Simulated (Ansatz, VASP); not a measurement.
## One calculation of Al5H, two programs

```
Al H
1.0
     0.00000    3.72458    3.72458
     3.72458    0.00000    3.72458
     3.72458    3.72458    0.00000
Al H
5 1
Direct
  0.25000 0.25000 0.25000
  0.12310 0.62563 0.62563
  0.62563 0.62563 0.62563
  0.62563 0.62563 0.12310
  0.62563 0.12310 0.62563
  0.00000 0.00000 0.00000
```

Change from the starting cell: species swapped into the ZrNi5 type (F-43m, No. 216).

Alike in both runs: functional PBE; k mesh 4 × 4 × 4; occupations gaussian, width 0.1 eV; no spin polarisation.

Ansatz relaxed the structure, and its values are those at the end. VASP's run is a single point on that final structure, the one shown.

|  | VASP | Ansatz |
| --- | --- | --- |
| version | VASP 6.6.1 | Ansatz 0.2.0 |
| potentials or method | VASP PAW PBE potentials, release 64 (Al, H), cutoff 520 eV | scalar-relativistic, plane waves, PAW |
| valence electrons in the cell | 16 | 16 |

```tsv
	VASP	Ansatz	Ansatz less VASP
gap on the k mesh at the Fermi level (eV)	none	none	-
pressure (GPa)	0.3	0.3	+0.04
rms of the force components (eV/Å)	0.023	0.024	+0.0005
```

A gap of «none» marks a metal or a gap that the smearing closes. With one functional, cell and mesh, what is left measures potentials, basis and numerics.

The k mesh is coarse, so the values compare programs but aren't converged.
